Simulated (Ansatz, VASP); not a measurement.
Pt3Pb in VASP and in Ansatz

INCAR

```
SYSTEM = Pt3Pb
PREC = Accurate
ENCUT = 520
EDIFF = 1E-7
ISMEAR = -1
SIGMA = 0.03
LREAL = .FALSE.
LASPH = .TRUE.
NELM = 60
ALGO = Normal
ISIF = 2
LWAVE = .FALSE.
LCHARG = .TRUE.
LELF = .TRUE.
LVHAR = .TRUE.
NBANDS = 30
```

KPOINTS

```
Automatic mesh
0
G
  9 9 9
  0 0 0
```

POSCAR

```
Pt3Pb
1.0
    4.0174200000      0.0000000000      0.0000000000
    0.0000000000      4.0174200000      0.0000000000
    0.0000000000      0.0000000000      4.0580000000
Pt Pb
3 1
Direct
    0.0000000000      0.5000000000      0.5000000000
    0.5000000000      0.0000000000      0.5000000000
    0.5000000000      0.5000000000      0.0000000000
    0.0000000000      0.0000000000      0.0000000000
```

Input for Ansatz:

```yaml
crystal:
  lattice:
    - [4.01742, 0.0, 0.0]
    - [0.0, 4.01742, 0.0]
    - [0.0, 0.0, 4.058]
  atoms:
    - { symbol: Pt, position: [0.0, 0.5, 0.5] }
    - { symbol: Pt, position: [0.5, 0.0, 0.5] }
    - { symbol: Pt, position: [0.5, 0.5, 0.0] }
    - { symbol: Pb, position: [0.0, 0.0, 0.0] }
kpoints:
  mp_grid: { grid: [9, 9, 9] }
  band_path:
    path:
      - [0.0, 0.0, 0.0]
      - [0.0, 0.5, 0.0]
      - [0.5, 0.5, 0.0]
      - [0.0, 0.0, 0.0]
      - [0.0, 0.0, 0.5]
      - [0.0, 0.5, 0.5]
      - [0.5, 0.5, 0.5]
      - [0.0, 0.0, 0.5]
      - [0.0, 0.5, 0.0]
    npoints: 5
scf:
  occupations: { method: fermi_dirac, width: 0.03 }
hamiltonian:
  xc: lda
  pseudopotentials: { kind: all_electron, lapw: { basis_error: 0.001 } }
output:
  forces: true
  stress: true
  eigenvalues: true
```

Change from the starting cell: equal xx and yy strain of -1 %.

Alike in both runs: task single point; functional LDA; k mesh 9 × 9 × 9; occupations fermi-dirac, width 0.03 eV; no spin polarisation.

|  | VASP | Ansatz |
| --- | --- | --- |
| version | VASP 6.6.1 | Ansatz 0.2.0 |
| potentials or method | VASP PAW LDA potentials, release 64 (Pt, Pb_d), cutoff 520 eV | all-electron LAPW, scalar-relativistic |

Ansatz gave:

```
pressure (GPa)                                                : 1.5
traceless stress, the component that is largest in VASP (GPa) : -0.68
```

Question: What did VASP give for the same quantities?

Answer: Pressure (GPa): 2.2; traceless stress, the component that is largest in VASP (GPa): -0.70.

LDA's correlation is that of Perdew and Zunger in VASP and of Perdew and Wang (1992) in Ansatz. Ansatz ran all-electron here, and VASP with PAW potentials.

Neither program's run includes spin-orbit coupling.
